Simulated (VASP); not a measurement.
# SnSe2 (P-3m1) in VASP: further runs

SnSe2 is run at these levels: PBE; tasks: single point.

Everything below comes from runs of VASP 6.6.1. Logs are shortened: lines on timing, memory, paths and dates and some standing lists are left out, and cuts for length are marked.

**1. The cell of the first run**

It takes space group P-3m1 (No. 164, trigonal). Conventional cell: a = 3.672 Å, b = 3.672 Å, c = 6.428 Å, α = 90.00°, β = 90.00°, γ = 120.00°. Within 3.5 Å of Sn (site symmetry -3m) lie 6 Se at 2.67 Å. Se (site symmetry 3m) has 3 Sn at 2.67 Å within 3.5 Å.

**2. Single point, PBE (epitaxial xy strain -4.0%)**

Input file INCAR:

```
SYSTEM = SnSe2
PREC     = Accurate       ! precision mode
ENCUT    = 520            ! plane-wave cutoff, eV
EDIFF    = 1E-6           ! SCF threshold, eV
ISMEAR   = 0              ! smearing method
SIGMA    = 0.01           ! smearing width, eV
LREAL    = .False.        ! projectors in reciprocal space
LASPH    = .True.         ! aspherical terms in the spheres
NELM     = 80             ! most SCF steps
ALGO     = Normal         ! electronic algorithm
ISIF     = 2              ! what is computed and relaxed
LWAVE    = .False.        ! write WAVECAR
LCHARG   = .True.         ! write CHGCAR
GGA      = PE             ! functional
LELF     = .True.         ! ELF
LVHAR    = .True.       
NBANDS   = 20             ! bands
```

Input file KPOINTS:

```
regular mesh
0
Gamma
  6 6 2
  0 0 0
```

Input file POSCAR:

```
SnSe2
1.0
    3.6721433567      0.0000000000      0.0000000000
   -1.8360716783      3.1801694332      0.0000000000
    0.0000000000      0.0000000000      6.4276334178
Sn Se
1 2
Direct
    0.0000000000      0.0000000000      0.0000000000
    0.3333333333      0.6666666667      0.2528799346
    0.6666666667      0.3333333333      0.7471200654
```

Potentials or basis: VASP PAW PBE potentials, release 64 (Sn_d, Se).

The run is started by

```console
$ cat potpaw_PBE.64/Sn_d/POTCAR potpaw_PBE.64/Se/POTCAR > POTCAR
$ mpirun -np 1 vasp_std > vasp.out
```

OUTCAR:

```text
SYSTEM = SnSe2
   PREC = Accurate
   ENCUT = 520
   EDIFF = 1E-6
   ISMEAR = 0
   LREAL = .False.
   LASPH = .True.
   NELM = 80
   ISIF = 2
   GGA = PE

 ion  position               nearest neighbor table
   1  0.000  0.000  0.000-   2 2.67   3 2.67   2 2.67   3 2.67   3 2.67   2 2.67
   2  0.333  0.667  0.253-   1 2.67   1 2.67   1 2.67
   3  0.667  0.333  0.747-   1 2.67   1 2.67   1 2.67

  LATTYP: Found a hexagonal cell.
 ALAT       =     3.6721433567
 C/A-ratio  =     1.7503764950

  Lattice vectors:

 A1 = (   3.6721433567,   0.0000000000,   0.0000000000)
 A2 = (  -1.8360716783,   3.1801694332,   0.0000000000)
 A3 = (   0.0000000000,   0.0000000000,   6.4276334178)

Analysis of symmetry for initial positions (statically):
=====================================================================
 Subroutine PRICEL returns:
 Original cell was already a primitive cell.

 Routine SETGRP: Setting up the symmetry group for a
 hexagonal supercell.

 Subroutine GETGRP returns: Found 12 space group operations
 (whereof 12 operations were pure point group operations)
 out of a pool of 24 trial point group operations.

The static configuration has the point symmetry D_3d.

Analysis of symmetry for dynamics (positions and initial velocities):
=====================================================================
 Subroutine PRICEL returns:
 Original cell was already a primitive cell.

 Routine SETGRP: Setting up the symmetry group for a
 hexagonal supercell.

 Subroutine GETGRP returns: Found 12 space group operations
 (whereof 12 operations were pure point group operations)
 out of a pool of 24 trial point group operations.

The dynamic configuration has the point symmetry D_3d.

 Subroutine INISYM returns: Found 12 space group operations
 (whereof 12 operations are pure point group operations),
 and found     1 'primitive' translations

----------------------------------------------------------------------------------------

                                     Primitive cell

  volume of cell :      75.0621

  direct lattice vectors                    reciprocal lattice vectors
     3.672143357  0.000000000  0.000000000     0.272320523  0.157224327  0.000000000
    -1.836071678  3.180169433  0.000000000     0.000000000  0.314448655  0.000000000
     0.000000000  0.000000000  6.427633418     0.000000000  0.000000000  0.155578256

  length of vectors
     3.672143357  3.672143357  6.427633418     0.314448655  0.314448655  0.155578256

  position of ions in fractional coordinates (direct lattice)
     0.000000000  0.000000000  0.000000000
     0.333333333  0.666666667  0.252879935
     0.666666667  0.333333333  0.747120065

  ion indices of the primitive-cell ions
   primitive index   ion index
                 1           1
                 2           2
                 3           3

----------------------------------------------------------------------------------------

 KPOINTS: regular mesh

Automatic generation of k-mesh.
 Grid dimensions read from file:
 generate k-points for:    6    6    2

 Generating k-lattice:

  Cartesian coordinates                     Fractional coordinates (reciprocal lattice)
     0.045386754  0.026204055  0.000000000     0.166666667  0.000000000  0.000000000
     0.000000000  0.052408109  0.000000000     0.000000000  0.166666667  0.000000000
     0.000000000  0.000000000  0.077789128     0.000000000  0.000000000  0.500000000

  Length of vectors
     0.052408109  0.052408109  0.077789128

  Shift w.r.t. Gamma in fractional coordinates (k-lattice)
     0.000000000  0.000000000  0.000000000

 Subroutine IBZKPT returns following result:
 ===========================================

 Found     14 irreducible k-points:

 Following reciprocal coordinates:
            Coordinates               Weight
  0.000000  0.000000  0.000000      1.000000
  0.166667 -0.000000  0.000000      6.000000
  0.333333 -0.000000  0.000000      6.000000
  0.500000  0.000000  0.000000      3.000000
  0.166667  0.166667  0.000000      6.000000
  0.333333  0.166667  0.000000     12.000000
  0.333333  0.333333  0.000000      2.000000
  0.000000  0.000000  0.500000      1.000000
  0.166667 -0.000000  0.500000      6.000000
  0.333333 -0.000000  0.500000      6.000000
  0.500000  0.000000  0.500000      3.000000
  0.166667  0.166667  0.500000      6.000000
  0.333333  0.166667  0.500000     12.000000
  0.333333  0.333333  0.500000      2.000000
   k-points           NKPTS =     14   k-points in BZ     NKDIM =     14   number of bands    NBANDS=     20
   number of dos      NEDOS =    301   number of ions     NIONS =      3
   total plane-waves  NPLWV =  37632
   dimension x,y,z NGX =    28 NGY =   28 NGZ =   48
   dimension x,y,z NGXF=    56 NGYF=   56 NGZF=   96
   ions per type =               1   2
   NGX,Y,Z   is equivalent  to a cutoff of  12.68, 12.68, 12.41 a.u.
   NGXF,Y,Z  is equivalent  to a cutoff of  25.35, 25.35, 24.83 a.u.
 SYSTEM =  SnSe2
   PREC   = accura    normal or accurate (medium, high low for compatibility)
   ISTART =      0    job   : 0-new  1-cont  2-samecut
   ICHARG =      2    charge: 1-file 2-atom 10-const
   ISPIN  =      1    spin polarized calculation?
   LNONCOLLINEAR =      F non collinear calculations
   LSORBIT =      F    spin-orbit coupling
   LASPH  =      T    aspherical Exc in radial PAW
   ENCUT  =  520.0 eV  38.22 Ry    6.18 a.u.   6.83  6.83 11.95*2*pi/ulx,y,z
   NELM   =     80;   NELMIN=  2; NELMDL= -5     # of ELM steps
   EDIFF  = 0.1E-05   stopping-criterion for ELM
   LREAL  =      F    real-space projection
   EDIFFG = 0.1E-04   stopping-criterion for IOM
   NSW    =      0    number of steps for IOM
   IBRION =     -1    ionic relax: 0-MD 1-quasi-New 2-CG
   NFREE  =      0    steps in history (QN), initial steepest desc. (CG)
   ISIF   =      2    stress and relaxation
   ISYM   =      2    0-nonsym 1-usesym 2-fastsym
   POTIM  = 0.5000    time-step for ionic-motion
   TEBEG  =    0.0;   TEEND  =   0.0 temperature during run
   PSTRESS=    0.0 pullay stress
   NELECT =      26.0000    total number of electrons
   NUPDOWN=      -1.0000    fix difference up-down
   EMIN   =  10.00;   EMAX   =-10.00  energy-range for DOS
   EFERMI =   0.00;   METHOD = LEGACY
   ISMEAR =     0;   SIGMA  =   0.01  broadening in eV -4-tet -1-fermi 0-gaus
   EFERMI_NEDOS =   21; number of points for ismear=-14 and -15
   IALGO  =     38    algorithm
   IMIX   =      4    mixing-type and parameters
     AMIX     =   0.40;   BMIX     =  1.00
     AMIX_MAG =   1.60;   BMIX_MAG =  1.00
  volume/ion in A,a.u.               =      25.02       168.85
  Fermi-wavevector in a.u.,A,eV,Ry     =   1.149721  2.172657 17.984960  1.321857
  Thomas-Fermi vector in A             =   2.286389
   LORBIT       =      0    0 simple, 1 ext, 2 COOP (PROOUT), +10 PAW based schemes
   GGA     = PE    functional components
   LHFCALC =     F    Hartree Fock is set to
   AEXX    =    0.0000 exact exchange contribution
   IVDW    =     0    specifies the selected vdW correction
   LEPSILON=     F    determine dielectric tensor
   LRPA    =     F    only Hartree local field effects (RPA)
 non-spin polarized calculation
 Gauss-broadening in eV      SIGMA  =   0.01
  energy-cutoff  :      520.00
  volume of cell :       75.06
 maximum number of plane-waves:      2048
 NGX is ok and might be reduce to    28
   NGX = 13   NGY = 13   NGZ = 23

 number of electron      26.0000015 magnetization

 Free energy of the ion-electron system (eV)
  ---------------------------------------------------
  ext. energy  EPLUGINS =         0.00000000
  ---------------------------------------------------
  free energy    TOTEN  =       -11.63571710 eV

  energy without entropy =      -11.63571710  energy(sigma->0) =      -11.63571710

 E-fermi :   4.7407     XC(G=0):  -9.5919

 val. band max:        4.6258259921   @ k =   0.1667  -0.0000   0.0000
 cond. band min:       5.0706817402   @ k =   0.5000   0.0000   0.5000
 fundamental gap:      0.4448557482
 Fermi energy:         4.7406851825

 k-point     1 :       0.0000    0.0000    0.0000
  band No.  band energies     occupation
      1     -16.8120      2.00000
      2     -16.8120      2.00000
      3     -16.7544      2.00000
      4     -16.7387      2.00000
      5     -16.7387      2.00000
      6      -9.7016      2.00000
[... 12 lines left out ...]
     19      13.7486      0.00000
     20      13.7486      0.00000

 k-point     2 :       0.1667   -0.0000    0.0000
  band No.  band energies     occupation
      1     -16.8256      2.00000
      2     -16.7967      2.00000
      3     -16.7515      2.00000
      4     -16.7425      2.00000
      5     -16.7388      2.00000
      6      -9.3952      2.00000
[... 12 lines left out ...]
     19      12.8929      0.00000
     20      13.7422      0.00000

 k-point     3 :       0.3333   -0.0000    0.0000
  band No.  band energies     occupation
      1     -16.8594      2.00000
      2     -16.7755      2.00000
      3     -16.7708      2.00000
      4     -16.7292      2.00000
      5     -16.7181      2.00000
      6      -8.5739      2.00000
[... 12 lines left out ...]
     19      13.5662      0.00000
     20      14.3808      0.00000

 k-point     4 :       0.5000    0.0000    0.0000
  band No.  band energies     occupation
      1     -16.8779      2.00000
      2     -16.7789      2.00000
      3     -16.7717      2.00000
      4     -16.7173      2.00000
      5     -16.7056      2.00000
      6      -7.8597      2.00000
[... 12 lines left out ...]
     19      14.2662      0.00000
     20      14.4796      0.00000

 k-point     5 :       0.1667    0.1667    0.0000
  band No.  band energies     occupation
      1     -16.8412      2.00000
      2     -16.7886      2.00000
      3     -16.7608      2.00000
      4     -16.7421      2.00000
      5     -16.7210      2.00000
      6      -8.8242      2.00000
[... 12 lines left out ...]
     19      11.7500      0.00000
     20      14.2901      0.00000

 k-point     6 :       0.3333    0.1667    0.0000
  band No.  band energies     occupation
      1     -16.8577      2.00000
      2     -16.7886      2.00000
      3     -16.7676      2.00000
      4     -16.7311      2.00000
      5     -16.7074      2.00000
      6      -7.9437      2.00000
[... 12 lines left out ...]
     19      13.5775      0.00000
     20      14.3880      0.00000

 k-point     7 :       0.3333    0.3333    0.0000
  band No.  band energies     occupation
      1     -16.8253      2.00000
      2     -16.8253      2.00000
      3     -16.7465      2.00000
      4     -16.7465      2.00000
      5     -16.7091      2.00000
      6      -7.3702      2.00000
[... 12 lines left out ...]
     19      13.4965      0.00000
     20      13.4965      0.00000

 k-point     8 :       0.0000    0.0000    0.5000
  band No.  band energies     occupation
      1     -16.8120      2.00000
      2     -16.8120      2.00000
      3     -16.7543      2.00000
      4     -16.7387      2.00000
      5     -16.7387      2.00000
      6      -9.5540      2.00000
[... 12 lines left out ...]
     19      13.3133      0.00000
     20      13.3441      0.00000

 k-point     9 :       0.1667   -0.0000    0.5000
  band No.  band energies     occupation
      1     -16.8256      2.00000
      2     -16.7967      2.00000
      3     -16.7516      2.00000
      4     -16.7424      2.00000
      5     -16.7388      2.00000
      6      -9.2502      2.00000
[... 12 lines left out ...]
     19      12.6230      0.00000
     20      13.7395      0.00000

 k-point    10 :       0.3333   -0.0000    0.5000
  band No.  band energies     occupation
      1     -16.8595      2.00000
      2     -16.7755      2.00000
      3     -16.7708      2.00000
      4     -16.7292      2.00000
      5     -16.7180      2.00000
      6      -8.4457      2.00000
[... 12 lines left out ...]
     19      14.3302      0.00000
     20      14.8361      0.00000

 k-point    11 :       0.5000    0.0000    0.5000
  band No.  band energies     occupation
      1     -16.8781      2.00000
      2     -16.7790      2.00000
      3     -16.7718      2.00000
      4     -16.7173      2.00000
      5     -16.7055      2.00000
      6      -7.7754      2.00000
[... 12 lines left out ...]
     19      13.9293      0.00000
     20      15.0590      0.00000

 k-point    12 :       0.1667    0.1667    0.5000
  band No.  band energies     occupation
      1     -16.8413      2.00000
      2     -16.7886      2.00000
      3     -16.7609      2.00000
      4     -16.7421      2.00000
      5     -16.7209      2.00000
      6      -8.6885      2.00000
[... 12 lines left out ...]
     19      12.6671      0.00000
     20      13.7175      0.00000

 k-point    13 :       0.3333    0.1667    0.5000
  band No.  band energies     occupation
      1     -16.8578      2.00000
      2     -16.7886      2.00000
      3     -16.7676      2.00000
      4     -16.7311      2.00000
      5     -16.7073      2.00000
      6      -7.8494      2.00000
[... 12 lines left out ...]
     19      12.8238      0.00000
     20      14.7206      0.00000

 k-point    14 :       0.3333    0.3333    0.5000
  band No.  band energies     occupation
      1     -16.8253      2.00000
      2     -16.8253      2.00000
      3     -16.7465      2.00000
      4     -16.7465      2.00000
      5     -16.7090      2.00000
      6      -7.3597      2.00000
[... 12 lines left out ...]
     19      14.0118      0.00000
     20      14.1541      0.00000

------------------------ aborting loop because EDIFF is reached ----------------------------------------

  FORCE on cell =-STRESS in cart. coord.  units (eV):
  Direction    XX          YY          ZZ          XY          YZ          ZX
  --------------------------------------------------------------------------------------
  -------------------------------------------------------------------------------------
  Total        4.2540217      4.2540217      1.5909466      0.0000000      0.0000000      0.0000000
  in kB       90.8007205     90.8007205     33.9582425      0.0000000      0.0000000      0.0000000
  external PRESSURE =      71.8532278 kB  Pullay stress =       0.0000000 kB

 VOLUME and BASIS-vectors are now :
 -----------------------------------------------------------------------------
  energy-cutoff  :      520.00
  volume of cell :       75.06
      direct lattice vectors                 reciprocal lattice vectors
     3.672143357  0.000000000  0.000000000     0.272320523  0.157224327  0.000000000
    -1.836071678  3.180169433  0.000000000     0.000000000  0.314448655  0.000000000
     0.000000000  0.000000000  6.427633418     0.000000000  0.000000000  0.155578256

 POSITION                                       TOTAL-FORCE (eV/Angst)
 -----------------------------------------------------------------------------------
      0.00000      0.00000      0.00000        -0.000000      0.000000      0.000000
     -0.00000      2.12011      1.62542         0.000000     -0.000000      0.295388
      1.83607      1.06006      4.80221         0.000000      0.000000     -0.295388
 -----------------------------------------------------------------------------------
    total drift:                               -0.000000     -0.000000      0.000000

  FREE ENERGIE OF THE ION-ELECTRON SYSTEM (eV)
  ---------------------------------------------------
  free  energy   TOTEN  =       -11.6357171022 eV

  energy  without entropy=      -11.6357171022  energy(sigma->0) =      -11.63571710
```

Run time: 12 s. Hardware: 1 thread of Intel Xeon Platinum 8488C (Sapphire Rapids), shared host; peak memory 0.19 GiB.

What came out:

| Quantity | Value |
| --- | --- |
| Free energy | -11.6357 eV |
| Pressure | 7.2 GPa |
| Largest force | 0.295 eV/Å |
| Band gap on the k mesh | 0.44 eV, indirect (least direct gap 1.14 eV) |

Forces in eV/Å, atoms in the order of the input:
```
Sn   0.000  0.000  0.000
Se   0.000  0.000  0.295
Se   0.000  0.000 -0.295
```

Levels at points of the mesh, in eV from the valence-band top:
| k point | band 11 | band 12 | band 13 | band 14 | band 15 | band 16 |
| --- | --- | --- | --- | --- | --- | --- |
| (0.00, 0.00, 0.00) | -0.43 | -0.13 | -0.13 | 1.33 | 3.41 | 4.89 |
| (0.50, 0.00, 0.00) | -2.48 | -1.65 | -0.38 | 1.08 | 3.69 | 5.05 |
| (0.00, 0.00, 0.50) | -0.52 | 0.00 | 0.00 | 2.86 | 3.34 | 4.69 |
| (0.50, 0.00, 0.50) | -2.33 | -1.14 | -0.70 | 0.44 | 3.71 | 4.50 |

Caveat: the k points lie up to 0.49 Å⁻¹ apart; the cell differs from its parent crystal (epitaxial xy strain -4.0%); spin-orbit coupling is left out, which moves the levels of the heavy elements; this functional lacks dispersion, which binds the layers, so the pressure and a relaxed spacing across them are unreliable. A k mesh can miss the band edges.

[end of part 1 of 2]
